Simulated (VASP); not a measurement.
Crystal: Pd.

```
Pd
1.0
     0.00000    2.70823    2.70823
     2.70823    0.00000    2.70823
     2.70823    2.70823    0.00000
Pd
2
Direct
  0.12500 0.12500 0.12500
  0.87500 0.87500 0.87500
```

* Program: VASP 6.6.1
* Task: relaxation of cell and atoms
* Functional: RPBE
* Potentials or basis: VASP PAW PBE potentials, release 64 (Pd)
* Cutoff: 500 eV
* k mesh: 10 × 10 × 10
* Occupations: fermi-dirac, width 0.1 eV
* Spin: no spin polarisation

At the start: pressure 27.2 GPa; volume 19.86 Å³/atom.

Q: How do energy, volume and symmetry change on relaxing?

A: Over 3 steps the energy falls by 368.9 meV/atom and the volume is 25.52 Å³/atom (+28.5 %); space group Fd-3m (No. 227, to 0.05 Å).

The path:
```csv
step,energy change (eV),largest force (eV/Å),pressure (GPa),volume (Å³)
1,0.0000,0.0000,27.16,39.73
2,-0.4431,0.0000,-6.68,62.40
3,-0.7377,0.0000,-0.03,51.04
```

Final structure:
```
Pd
1.0
     0.00000    2.94422    2.94422
     2.94422    0.00000    2.94422
     2.94422    2.94422    0.00000
Pd
2
Direct
  0.12500 0.12500 0.12500
  0.87500 0.87500 0.87500
```

Caveat: the volume moved by over 15 % at a fixed basis, so the end points are rough; the PAW data sets were made with another functional, which shifts forces and pressure a little.
